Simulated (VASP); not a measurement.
## MgO: single point with r2SCAN

Crystal: MgO.

```
CELL_PARAMETERS angstrom
2.10746 2.10746 0.00000
-2.10746 2.10746 0.00000
0.00000 0.00000 4.16236
ATOMIC_POSITIONS crystal
Mg 0.00000 0.00000 0.00000
Mg 0.50000 0.50000 0.50000
O 0.50000 0.50000 0.00000
O 0.00000 0.00000 0.50000
```

This cell differs from its parent crystal: uniaxial strain along c: -1.0 %.

- Program: VASP 6.6.1
- Task: single point
- Functional: r2SCAN
- Potentials or basis: VASP PAW PBE potentials, release 64 (Mg, O)
- Cutoff: 520 eV
- k mesh: 8 × 8 × 6
- Occupations: gaussian, width 0.02 eV
- Spin: no spin polarisation

- Pressure: -0.2 GPa
- Band gap on the k mesh: 5.70 eV

Stress tensor (GPa, compression positive):
```
-1.18  0.00  0.00
 0.00 -1.18  0.00
 0.00  0.00  1.63
```

Levels at points of the mesh, in eV from the valence-band top:
```
           k point  band 4  band 5  band 6  band 7  band 8  band 9  band 10  band 11  band 12  band 13
(0.00, 0.00, 0.00)   -1.44   -1.44   -0.03    0.00    0.00    5.70     9.95    11.16    14.51    16.84
(0.50, 0.00, 0.00)   -3.50   -2.04   -2.04   -0.71   -0.71   10.53    10.53    12.97    12.97    15.31
(0.50, 0.50, 0.00)   -4.17   -1.42   -1.42   -1.34   -1.34   10.08    10.08    11.18    11.18    14.34
(0.00, 0.00, 0.50)   -2.65   -0.79   -0.79   -0.79   -0.79    9.11     9.11    12.10    12.10    16.98
(0.50, 0.00, 0.50)   -4.67   -0.71   -0.71   -0.68   -0.68    8.86     8.86    13.92    13.92    17.38
(0.50, 0.50, 0.50)   -3.00   -3.00   -3.00   -1.85   -1.85   12.77    12.77    12.77    12.77    13.49
```

Run time: 2.2 min on 1 thread of Intel Xeon 8259CL, with other jobs on the host, peak memory 0.17 GiB.

Caveat: the cell differs from its parent crystal (uniaxial strain along c: -1.0 %); the PAW data sets were made with another functional, which shifts forces and pressure a little.
